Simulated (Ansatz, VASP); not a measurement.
Ni: VASP beside Ansatz

```
Ni
1.0
     3.51850    0.00000    0.00000
     0.00000   -3.51850    0.00000
     0.00000    0.00000   -3.51850
Ni
4
Direct
  0.00000 0.50000 0.50000
  0.50000 0.00000 0.50000
  0.50000 0.50000 0.00000
  0.00000 0.00000 0.00000
```

Alike in both runs: functional PBE; k mesh 10 × 10 × 10; occupations gaussian, width 0.1 eV; collinear spin.

Ansatz relaxed the structure, and its values are those at the end. VASP's run is a single point on that final structure, the one shown.

|  | VASP | Ansatz |
| --- | --- | --- |
| version | VASP 6.6.1 | Ansatz 0.2.0 |
| potentials or method | VASP PAW PBE potentials, release 64 (Ni), cutoff 520 eV | scalar-relativistic, plane waves, PAW |
| valence electrons in the cell | 40 | 72 |

VASP gave:

| Property | Result |
| --- | --- |
| gap on the k mesh at the Fermi level (eV) | none |
| pressure (GPa) | 0.0 |
| net moment per atom (μB) | 0.64 |
| size of the moment on the site where the two differ most (μB) | 0.65 |

**Question.** Estimate Ansatz's values.

**Answer.** gap on the k mesh at the Fermi level (eV): none; pressure (GPa): 0.0; net moment per atom (μB): 0.65; size of the moment on the site where the two differ most (μB): 0.68.

Site moments also hang on the region over which each program counts them. A gap of «none» marks a metal or a gap that the smearing closes. VASP's potentials hold 40 valence electrons a cell and Ansatz's 72, so a difference there can come from the potentials and not from the codes.
